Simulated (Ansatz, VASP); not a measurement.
## Zn in VASP and in Ansatz

```
CELL_PARAMETERS angstrom
2.59613 0.00000 0.00000
-1.29806 2.24831 0.00000
0.00000 0.00000 4.97953
ATOMIC_POSITIONS crystal
Zn 0.33333 0.66667 0.25000
Zn 0.66667 0.33333 0.75000
```

Alike in both runs: functional r2SCAN; k mesh 18 × 18 × 10; occupations gaussian, width 0.1 eV; no spin polarisation.

Ansatz relaxed the structure, and its values are those at the end. VASP's run is a single point on that final structure, the one shown.

```csv
,VASP,Ansatz
version,VASP 6.6.1,Ansatz 0.2.0
potentials or method,"VASP PAW PBE potentials, release 64 (Zn), cutoff 520 eV","scalar-relativistic, plane waves, PAW"
valence electrons in the cell,24,24
```

|  | VASP | Ansatz | Ansatz less VASP |
| --- | --- | --- | --- |
| gap on the k mesh at the Fermi level (eV) | none | none | - |
| pressure (GPa) | 0.5 | 0.0 | -0.52 |

VASP's potentials were made for PBE, not for r2SCAN. A gap of «none» marks a metal or a gap that the smearing closes. With one functional, cell and mesh, what is left measures potentials, basis and numerics.
